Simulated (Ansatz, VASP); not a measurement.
**Two plane-wave programs on Ba**

INCAR

```
PREC = Accurate
ENCUT = 520
EDIFF = 1E-7
ISMEAR = 0
SIGMA = 0.05
LREAL = False
LASPH = True
NELM = 100
ALGO = Normal
ISIF = 2
LWAVE = False
LCHARG = False
NBANDS = 11
```

The input KPOINTS:

```
regular mesh
0
Gamma
  12 12 12
```

POSCAR

```
Ba
1.0
   -2.3758589242      2.3758589242      2.3758589242
    2.3758589242     -2.3758589242      2.3758589242
    2.3758589242      2.3758589242     -2.3758589242
Ba
1
Direct
    0.0000000000      0.0000000000      0.0000000000
```

Input for Ansatz:

```yaml
crystal:
  lattice:
    - [-2.3758589242, 2.3758589242, 2.3758589242]
    - [2.3758589242, -2.3758589242, 2.3758589242]
    - [2.3758589242, 2.3758589242, -2.3758589242]
  atoms:
    - { symbol: Ba, position: [0.0, 0.0, 0.0] }
basis:
  ecutwfc: 420
  ecutrho_ratio: 4
kpoints:
  mp_grid: { grid: [12, 12, 12] }
  band_path:
    path:
      - [[0.0, 0.0, 0.0], [0.5, -0.5, 0.5], [0.0, 0.0, 0.5], [0.0, 0.0, 0.0], [0.25, 0.25, 0.25], [0.5, -0.5, 0.5]]
      - [[0.25, 0.25, 0.25], [0.0, 0.0, 0.5]]
    npoints: 14
hamiltonian:
  xc: lda
scf:
  occupations: { method: gaussian, width: 0.05 }
output:
  forces: true
  stress: true
  eigenvalues: true
  populations: true
  dos: { projected: true, de: 0.02, nscf_kmesh: { grid: [18, 18, 18] } }
  bader: true
```

Alike in both runs: task single point; functional LDA; k mesh 12 × 12 × 12; occupations gaussian, width 0.05 eV; no spin polarisation.

|  | VASP | Ansatz |
| --- | --- | --- |
| version | VASP 6.6.1 | Ansatz 0.2.0 |
| potentials or method | VASP PAW LDA potentials, release 64 (Ba_sv), cutoff 520 eV | scalar-relativistic, plane waves, PAW |
| valence electrons in the cell | 10 | 10 |

|  | VASP | Ansatz | Ansatz less VASP |
| --- | --- | --- | --- |
| pressure (GPa) | 0.1 | 0.0 | -0.10 |

LDA's correlation is that of Perdew and Zunger in VASP and of Perdew and Wang (1992) in Ansatz.

Spin-orbit coupling is off throughout.
